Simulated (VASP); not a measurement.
# Ir (Fm-3m) in VASP: notebook

Aim: see how the results for Ir move with the level of theory and the settings. Levels: PBE, PBEsol. Tasks: single point.

All numbers are computed with VASP 6.6.1; they aren't measurements. Logs are shortened: lines on timing, memory, paths and dates and some standing lists are left out, and cuts for length are marked.

### 1 The cell of the first run

It takes space group Fm-3m (No. 225, cubic). Conventional cell: a = 3.831 Å, b = 3.831 Å, c = 3.831 Å, α = 90.00°, β = 90.00°, γ = 90.00°. Ir (site symmetry m-3m) has 12 Ir at 2.71 Å within 3.6 Å.

### 2 Single point, PBE

INCAR

```
  PREC = Accurate
  ENCUT = 520
  EDIFF = 1E-6
  ISMEAR = 0
  SIGMA = 0.012
  LREAL = False
  LASPH = True
  NELM = 80
  ALGO = Normal
  ISIF = 2
  LWAVE = False
  LCHARG = True
  GGA = PE
  LELF = True
  LVHAR = True
  NBANDS = 10
```

KPOINTS

```
Automatic mesh
0
Gamma
  12 12 12
```

POSCAR

```
Ir
1.0
    0.0000000000      1.9156000000      1.9156000000
    1.9156000000      0.0000000000      1.9156000000
    1.9156000000      1.9156000000      0.0000000000
Ir
1
Direct
    0.0000000000      0.0000000000      0.0000000000
```

Potentials or basis: VASP PAW PBE potentials, release 64 (Ir).

The run is started by

```sh
cat potpaw_PBE.64/Ir/POTCAR > POTCAR
mpirun -np 1 vasp_std > vasp.out
```

OUTCAR:

```text
PREC = Accurate
   ENCUT = 520
   EDIFF = 1E-6
   ISMEAR = 0
   LREAL = False
   LASPH = True
   NELM = 80
   ISIF = 2
   GGA = PE

 ion  position               nearest neighbor table
   1  0.000  0.000  0.000-

  LATTYP: Found a face centered cubic cell.
 ALAT       =     3.8312000000

  Lattice vectors:

 A1 = (   0.0000000000,   1.9156000000,   1.9156000000)
 A2 = (   1.9156000000,   0.0000000000,   1.9156000000)
 A3 = (   1.9156000000,   1.9156000000,   0.0000000000)

Analysis of symmetry for initial positions (statically):
[... 5 lines left out ...]
 face centered cubic supercell.

 Subroutine GETGRP returns: Found 48 space group operations
 (whereof 48 operations were pure point group operations)
 out of a pool of 48 trial point group operations.

The static configuration has the point symmetry O_h .

Analysis of symmetry for dynamics (positions and initial velocities):
[... 5 lines left out ...]
 face centered cubic supercell.

 Subroutine GETGRP returns: Found 48 space group operations
 (whereof 48 operations were pure point group operations)
 out of a pool of 48 trial point group operations.

The dynamic configuration has the point symmetry O_h .

 Subroutine INISYM returns: Found 48 space group operations
 (whereof 48 operations are pure point group operations),
 and found     1 'primitive' translations

----------------------------------------------------------------------------------------

                                     Primitive cell

  volume of cell :      14.0587

  direct lattice vectors                    reciprocal lattice vectors
     0.000000000  1.915600000  1.915600000    -0.261014826  0.261014826  0.261014826
     1.915600000  0.000000000  1.915600000     0.261014826 -0.261014826  0.261014826
     1.915600000  1.915600000  0.000000000     0.261014826  0.261014826 -0.261014826

  length of vectors
     2.709067500  2.709067500  2.709067500     0.452090940  0.452090940  0.452090940

  position of ions in fractional coordinates (direct lattice)
     0.000000000  0.000000000  0.000000000

  ion indices of the primitive-cell ions
   primitive index   ion index
                 1           1

----------------------------------------------------------------------------------------

 KPOINTS: Automatic mesh

Automatic generation of k-mesh.
 Grid dimensions read from file:
 generate k-points for:   12   12   12

 Generating k-lattice:

  Cartesian coordinates                     Fractional coordinates (reciprocal lattice)
    -0.021751235  0.021751235  0.021751235     0.083333333  0.000000000  0.000000000
     0.021751235 -0.021751235  0.021751235     0.000000000  0.083333333  0.000000000
     0.021751235  0.021751235 -0.021751235     0.000000000  0.000000000  0.083333333

  Length of vectors
     0.037674245  0.037674245  0.037674245

  Shift w.r.t. Gamma in fractional coordinates (k-lattice)
     0.000000000  0.000000000  0.000000000

 Subroutine IBZKPT returns following result:
 ===========================================

 Found     72 irreducible k-points:

 Following reciprocal coordinates:
            Coordinates               Weight
  0.000000  0.000000  0.000000      1.000000
  0.083333  0.000000  0.000000      8.000000
  0.166667  0.000000  0.000000      8.000000
  0.250000  0.000000  0.000000      8.000000
  0.333333  0.000000  0.000000      8.000000
  0.416667  0.000000  0.000000      8.000000
[... 16 lines left out ...]
  0.500000  0.166667  0.000000     24.000000
 -0.416667  0.166667  0.000000     24.000000
 [... further k-points ...]
   k-points           NKPTS =     72   k-points in BZ     NKDIM =     72   number of bands    NBANDS=     10
   number of dos      NEDOS =    301   number of ions     NIONS =      1
   total plane-waves  NPLWV =   8000
   dimension x,y,z NGX =    20 NGY =   20 NGZ =   20
   dimension x,y,z NGXF=    40 NGYF=   40 NGZF=   40
   ions per type =               1
   NGX,Y,Z   is equivalent  to a cutoff of  12.27, 12.27, 12.27 a.u.
   NGXF,Y,Z  is equivalent  to a cutoff of  24.55, 24.55, 24.55 a.u.
 SYSTEM =  unknown system
   PREC   = accura    normal or accurate (medium, high low for compatibility)
   ISTART =      0    job   : 0-new  1-cont  2-samecut
   ICHARG =      2    charge: 1-file 2-atom 10-const
   ISPIN  =      1    spin polarized calculation?
   LNONCOLLINEAR =      F non collinear calculations
   LSORBIT =      F    spin-orbit coupling
   LASPH  =      T    aspherical Exc in radial PAW
   ENCUT  =  520.0 eV  38.22 Ry    6.18 a.u.   5.04  5.04  5.04*2*pi/ulx,y,z
   NELM   =     80;   NELMIN=  2; NELMDL= -5     # of ELM steps
   EDIFF  = 0.1E-05   stopping-criterion for ELM
   LREAL  =      F    real-space projection
   EDIFFG = 0.1E-04   stopping-criterion for IOM
   NSW    =      0    number of steps for IOM
   IBRION =     -1    ionic relax: 0-MD 1-quasi-New 2-CG
   NFREE  =      0    steps in history (QN), initial steepest desc. (CG)
   ISIF   =      2    stress and relaxation
   ISYM   =      2    0-nonsym 1-usesym 2-fastsym
   POTIM  = 0.5000    time-step for ionic-motion
   TEBEG  =    0.0;   TEEND  =   0.0 temperature during run
   PSTRESS=    0.0 pullay stress
   NELECT =       9.0000    total number of electrons
   NUPDOWN=      -1.0000    fix difference up-down
   EMIN   =  10.00;   EMAX   =-10.00  energy-range for DOS
   EFERMI =   0.00;   METHOD = LEGACY
   ISMEAR =     0;   SIGMA  =   0.01  broadening in eV -4-tet -1-fermi 0-gaus
   EFERMI_NEDOS =   21; number of points for ismear=-14 and -15
   IALGO  =     38    algorithm
   IMIX   =      4    mixing-type and parameters
     AMIX     =   0.40;   BMIX     =  1.00
     AMIX_MAG =   1.60;   BMIX_MAG =  1.00
  volume/ion in A,a.u.               =      14.06        94.87
  Fermi-wavevector in a.u.,A,eV,Ry     =   1.410937  2.666284 27.085691  1.990742
  Thomas-Fermi vector in A             =   2.532839
   LORBIT       =      0    0 simple, 1 ext, 2 COOP (PROOUT), +10 PAW based schemes
   GGA     = PE    functional components
   LHFCALC =     F    Hartree Fock is set to
   AEXX    =    0.0000 exact exchange contribution
   IVDW    =     0    specifies the selected vdW correction
   LEPSILON=     F    determine dielectric tensor
   LRPA    =     F    only Hartree local field effects (RPA)
 non-spin polarized calculation
 Gauss-broadening in eV      SIGMA  =   0.01
  energy-cutoff  :      520.00
  volume of cell :       14.06
 maximum number of plane-waves:       388
   NGX =  9   NGY =  9   NGZ =  9

 number of electron       9.0000000 magnetization

 Free energy of the ion-electron system (eV)
  ---------------------------------------------------
  ext. energy  EPLUGINS =         0.00000000
  ---------------------------------------------------
  free energy    TOTEN  =        -8.85124441 eV

  energy without entropy =       -8.85114936  energy(sigma->0) =       -8.85119689

 E-fermi :  10.5435     XC(G=0): -14.0262

 val. band max:       10.5299581704   @ k =  -0.3333   0.3333   0.0000
 cond. band min:      10.5484619025   @ k =  -0.2500   0.0833   0.0000
 fundamental gap:      0.0185037321
 Fermi energy:        10.5435399819

 k-point     1 :       0.0000    0.0000    0.0000
  band No.  band energies     occupation
      1      -0.6718      2.00000
      2       6.5917      2.00000
      3       6.5917      2.00000
      4       6.5917      2.00000
      5       9.3047      2.00000
      6       9.3047      2.00000
      7      24.8320      0.00000
      8      30.4509      0.00000
      9      30.4509      0.00000
     10      30.4509      0.00000

 k-point     2 :       0.0833    0.0000    0.0000
  band No.  band energies     occupation
      1      -0.3634      2.00000
      2       6.4311      2.00000
      3       6.7227      2.00000
      4       6.7227      2.00000
      5       9.2229      2.00000
      6       9.2229      2.00000
      7      25.3604      0.00000
      8      29.0035      0.00000
      9      30.9604      0.00000
     10      30.9604      0.00000

 k-point     3 :       0.1667    0.0000    0.0000
  band No.  band energies     occupation
      1       0.4824      2.00000
      2       6.1083      2.00000
      3       6.9888      2.00000
      4       6.9888      2.00000
      5       9.1454      2.00000
      6       9.1454      2.00000
      7      26.4300      0.00000
      8      26.8828      0.00000
      9      32.3832      0.00000
     10      32.3832      0.00000

 k-point     4 :       0.2500    0.0000    0.0000
  band No.  band energies     occupation
      1       1.5471      2.00000
      2       6.0791      2.00000
      3       7.0372      2.00000
      4       7.0372      2.00000
      5       9.4880      2.00000
      6       9.4880      2.00000
      7      24.3293      0.00000
      8      27.3250      0.00000
      9      34.2945      0.00000
     10      34.2950      0.00000

 k-point     5 :       0.3333    0.0000    0.0000
  band No.  band energies     occupation
      1       2.2185      2.00000
      2       6.8103      2.00000
      3       6.8103      2.00000
      4       6.9834      2.00000
      5      10.2850      2.00000
      6      10.2850      2.00000
      7      21.8440      0.00000
      8      26.0435      0.00000
      9      33.1978      0.00000
     10      33.1978      0.00000

 k-point     6 :       0.4167    0.0000    0.0000
  band No.  band energies     occupation
      1       2.3558      2.00000
      2       6.5749      2.00000
      3       6.5749      2.00000
      4       8.6948      2.00000
      5      11.0835      0.00000
      6      11.0835      0.00000
      7      19.2124      0.00000
      8      24.7889      0.00000
      9      31.1394      0.00000
     10      31.1394      0.00000

 k-point     7 :       0.5000    0.0000    0.0000
  band No.  band energies     occupation
      1       2.3492      2.00000
      2       6.4831      2.00000
      3       6.4831      2.00000
      4       9.7375      2.00000
      5      11.4212      0.00000
      6      11.4212      0.00000
      7      17.8454      0.00000
      8      24.3728      0.00000
      9      30.3628      0.00000
     10      30.3628      0.00000

 k-point     8 :       0.0833    0.0833    0.0000
  band No.  band energies     occupation
      1      -0.2595      2.00000
      2       6.2793      2.00000
      3       6.8260      2.00000
      4       6.8260      2.00000
      5       8.9447      2.00000
      6       9.4269      2.00000
      7      25.5484      0.00000
      8      29.4192      0.00000
      9      30.6051      0.00000
     10      30.6051      0.00000

 k-point     9 :       0.1667    0.0833    0.0000
  band No.  band energies     occupation
      1       0.4156      2.00000
      2       5.9366      2.00000
      3       7.0965      2.00000
      4       7.1186      2.00000
      5       8.6390      2.00000
      6       9.5287      2.00000
      7      26.6219      0.00000
      8      27.6833      0.00000
      9      31.1207      0.00000
     10      31.7613      0.00000
[... 118 lines left out ...]
 k-point    19 :       0.1667    0.1667    0.0000
  band No.  band energies     occupation
      1       0.8830      2.00000
      2       5.5084      2.00000
      3       7.5166      2.00000
      4       7.5166      2.00000
      5       8.0829      2.00000
      6       9.7716      2.00000
      7      27.4807      0.00000
      8      28.5196      0.00000
      9      30.5028      0.00000
     10      30.5028      0.00000

 k-point    20 :       0.2500    0.1667    0.0000
  band No.  band energies     occupation
      1       1.7637      2.00000
      2       5.1170      2.00000
      3       7.2714      2.00000
      4       7.8888      2.00000
      5       8.5183      2.00000
      6      10.0792      2.00000
      7      26.9978      0.00000
      8      28.6731      0.00000
      9      30.1830      0.00000
     10      30.8526      0.00000

 k-point    21 :       0.3333    0.1667    0.0000
  band No.  band energies     occupation
      1       2.7111      2.00000
      2       5.0786      2.00000
      3       6.6531      2.00000
      4       7.9057      2.00000
      5       9.8630      2.00000
      6      10.6955      0.00000
      7      24.3120      0.00000
      8      28.0802      0.00000
      9      29.6139      0.00000
     10      31.4448      0.00000

 k-point    22 :       0.4167    0.1667    0.0000
  band No.  band energies     occupation
      1       3.1483      2.00000
      2       5.6601      2.00000
      3       6.3630      2.00000
      4       7.6720      2.00000
      5      11.3382      0.00000
      6      11.6840      0.00000
      7      21.0436      0.00000
      8      26.7715      0.00000
      9      28.9117      0.00000
     10      31.0541      0.00000

 k-point    23 :       0.5000    0.1667    0.0000
  band No.  band energies     occupation
      1       3.2275      2.00000
      2       5.6902      2.00000
      3       7.1600      2.00000
      4       7.4300      2.00000
      5      11.5020      0.00000
      6      13.7206      0.00000
      7      18.1372      0.00000
      8      26.0293      0.00000
      9      28.9174      0.00000
     10      29.4463      0.00000

 k-point    24 :      -0.4167    0.1667    0.0000
  band No.  band energies     occupation
      1       3.2988      2.00000
      2       5.7152      2.00000
      3       7.3161      2.00000
      4       7.5012      2.00000
      5      10.9715      0.00000
      6      14.3179      0.00000
      7      17.8204      0.00000
      8      25.8542      0.00000
      9      28.1356      0.00000
     10      30.1620      0.00000

 [... further k-points ...]
[... 5 lines left out ...]
  --------------------------------------------------------------------------------------
  -------------------------------------------------------------------------------------
  Total        1.0323029      1.0323029      1.0323029     -0.0000000     -0.0000000     -0.0000000
  in kB      117.6449339    117.6449339    117.6449339     -0.0000000     -0.0000000     -0.0000000
  external PRESSURE =     117.6449339 kB  Pullay stress =       0.0000000 kB

 VOLUME and BASIS-vectors are now :
 -----------------------------------------------------------------------------
  energy-cutoff  :      520.00
  volume of cell :       14.06
      direct lattice vectors                 reciprocal lattice vectors
     0.000000000  1.915600000  1.915600000    -0.261014826  0.261014826  0.261014826
     1.915600000  0.000000000  1.915600000     0.261014826 -0.261014826  0.261014826
     1.915600000  1.915600000  0.000000000     0.261014826  0.261014826 -0.261014826

 POSITION                                       TOTAL-FORCE (eV/Angst)
 -----------------------------------------------------------------------------------
      0.00000      0.00000      0.00000         0.000000      0.000000      0.000000
 -----------------------------------------------------------------------------------
    total drift:                                0.000000      0.000000      0.000000

  FREE ENERGIE OF THE ION-ELECTRON SYSTEM (eV)
  ---------------------------------------------------
  free  energy   TOTEN  =        -8.8512444140 eV

  energy  without entropy=       -8.8511493589  energy(sigma->0) =       -8.85119689
```

Wall time 16 s (1 thread of Intel Xeon 8259CL, shared host); peak memory 0.13 GiB.

Results:

* Free energy: -8.8512 eV
* Pressure: 11.8 GPa

Levels at points of the mesh, in eV from the Fermi level:
```tsv
k point	band 1	band 2	band 3	band 4	band 5	band 6	band 7	band 8	band 9
(0.00, 0.00, 0.00)	-11.22	-3.95	-3.95	-3.95	-1.24	-1.24	14.29	19.91	19.91
(0.50, 0.00, 0.00)	-8.19	-4.06	-4.06	-0.81	0.88	0.88	7.30	13.83	19.82
(0.50, 0.50, 0.00)	-8.02	-7.44	0.84	1.46	1.46	1.67	10.57	11.71	11.71
```

Caveat: spin-orbit coupling is left out, which moves the levels of the heavy elements.

(Continued in part 2 of 2.)
